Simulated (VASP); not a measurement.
A run of VASP 6.6.1:

File INCAR:

```
PREC = Accurate
ENCUT = 520
EDIFF = 1E-6
ISMEAR = -1
SIGMA = 0.05
LREAL = False
LASPH = True
NELM = 150
ALGO = Normal
ISIF = 2
LWAVE = False
LCHARG = True
ISPIN = 2
MAGMOM = 2
LORBIT = 11
LMAXMIX = 4
LDIPOL = True
IDIPOL = 3
DIPOL = 0.5 0.5 0.294
GGA = PE
LELF = True
LVHAR = True
LVACPOTAV = True
NBANDS = 14
```

File KPOINTS:

```
regular mesh
0
Gamma
  13 13 1
```

File POSCAR:

```
Co
1.0
    2.3471491187      0.0000028868      0.0000000000
   -1.1735770593      2.0326893199      0.0000000000
    0.0000000000      0.0000000000     23.8000000000
Co
1
Direct
    0.0000000000      0.0000000000      0.2941200000
```

Potentials or basis: VASP PAW PBE potentials, release 64 (Co).

Launch:

```bash
$ cat potpaw_PBE.64/Co/POTCAR > POTCAR
$ mpirun -np 1 vasp_std > vasp.out
```

Hardware: 1 thread of Intel(R) Xeon(R) 6975P-C (Granite Rapids), with other jobs on the host.

Question: Estimate the wall time of this run.

Answer: It took 66 s on 1 thread of Intel(R) Xeon(R) 6975P-C (Granite Rapids), with other jobs on the host, peak memory 0.29 GiB. Counts: scf iterations 28, k points 21.
